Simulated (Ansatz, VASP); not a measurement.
V in VASP and in Ansatz

INCAR

```
SYSTEM = V
ALGO = Normal
EDIFF = 1E-6
ENCUT = 500
GGA = PE
GGA_COMPAT = .False.
ISIF = 2
ISMEAR = 0
ISPIN = 2
LASPH = .True.
LCHARG = .True.
LELF = .True.
LMAXMIX = 4
LORBIT = 11
LREAL = .False.
LVHAR = .True.
LWAVE = .False.
MAGMOM = 0.51
NBANDS = 16
NELM = 200
PREC = Accurate
SIGMA = 0.1
```

The input KPOINTS:

```
k-points
0
Gamma
  6 6 6
  0 0 0
```

Contents of POSCAR:

```
V
1.0
   -1.5130000000      1.5130000000      1.5130000000
    1.5130000000     -1.5130000000      1.5130000000
    1.5130000000      1.5130000000     -1.5130000000
V
1
Direct
    0.0660938533      0.0660938533      0.0000000000
```

Input for Ansatz:

```yaml
crystal:
  lattice:
    - [-1.513, 1.513, 1.513]
    - [1.513, -1.513, 1.513]
    - [1.513, 1.513, -1.513]
  atoms:
    - { symbol: V, position: [0.0660938533, 0.0660938533, 0.0], spin: 0.51 }
basis:
  ecutwfc: 420
kpoints:
  mp_grid: { grid: [6, 6, 6] }
hamiltonian:
  xc: pbe
scf:
  occupations: { method: gaussian, width: 0.1 }
  lower_state_search: "off"
  max_iter: 54
output:
  forces: true
  stress: true
  eigenvalues: true
  populations: true
magnetization:
  spin_polarized: true
```

Alike in both runs: task single point; functional PBE; k mesh 6 × 6 × 6; occupations gaussian, width 0.1 eV; collinear spin.

```csv
,VASP,Ansatz
version,VASP 6.6.1,Ansatz 0.2.0
potentials or method,"VASP PAW PBE potentials, release 64 (V_sv), cutoff 500 eV","scalar-relativistic, plane waves, PAW"
valence electrons in the cell,13,13
```

```tsv
	VASP	Ansatz	Ansatz less VASP
gap on the k mesh at the Fermi level (eV)	none	none	-
pressure (GPa)	-3.6	-3.6	-0.07
net moment per atom (μB)	0.62	0.62	-0.002
size of the moment on the site where the two differ most (μB)	0.49	0.46	-0.026
```

Site moments also hang on the region over which each program counts them. A gap of «none» marks a metal or a gap that the smearing closes. With one functional, cell and mesh, what is left measures potentials, basis and numerics.

The k mesh is coarse, so the values compare programs but aren't converged.
